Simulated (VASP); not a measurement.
Wanted: the native input for a VASP 6.6.1 run.

| Property | Result |
| --- | --- |
| Task | single point |
| Functional | PBE |
| Potentials or basis | VASP PAW PBE potentials, release 64 (Au, Br) |
| Cutoff | 520 eV |
| k mesh | 6 × 6 × 6 |
| Occupations | gaussian, width 0.1 eV |
| Spin | no spin polarisation |
| Dipole correction | no |
| Further INCAR settings | ALGO = Normal; EDIFF = 1e-06; NBANDS = 22 |

The structure of Au2Br lies in POSCAR:

```
Au2Br
1.0
    4.6872178033      0.0000000000      0.0000000000
   -2.3436089016      4.0592496907      0.0000000000
    0.0000000000      0.0000000000      3.6207933667
Au Br
2 1
Direct
    0.3333333333      0.6666666667      0.5000000000
    0.6666666667      0.3333333333      0.5000000000
    0.0000000000      0.0000000000      0.0000000000
```

The input as run:

INCAR

```
PREC = Accurate
ENCUT = 520
EDIFF = 1E-6
ISMEAR = 0
SIGMA = 0.1
LREAL = F
LASPH = T
NELM = 80
ALGO = Normal
ISIF = 2
LWAVE = F
LCHARG = F
GGA = PE
NBANDS = 22
```

KPOINTS

```
Automatic mesh
0
Gamma
  6 6 6
```

Potentials or basis: VASP PAW PBE potentials, release 64 (Au, Br).

The run is started by

```bash
$ cat potpaw_PBE.64/Au/POTCAR potpaw_PBE.64/Br/POTCAR > POTCAR
$ mpirun -np 1 vasp_std > vasp.out
```

It gave:

The pressure is -0.3 GPa.

Caveat: an odd number of electrons without spin polarisation forces a metal; a magnetic or distorted state may lie lower.

Wall time 47 s on 1 thread of Oxide Virtual Turin-like Processor, on a shared host, peak memory 0.16 GiB.
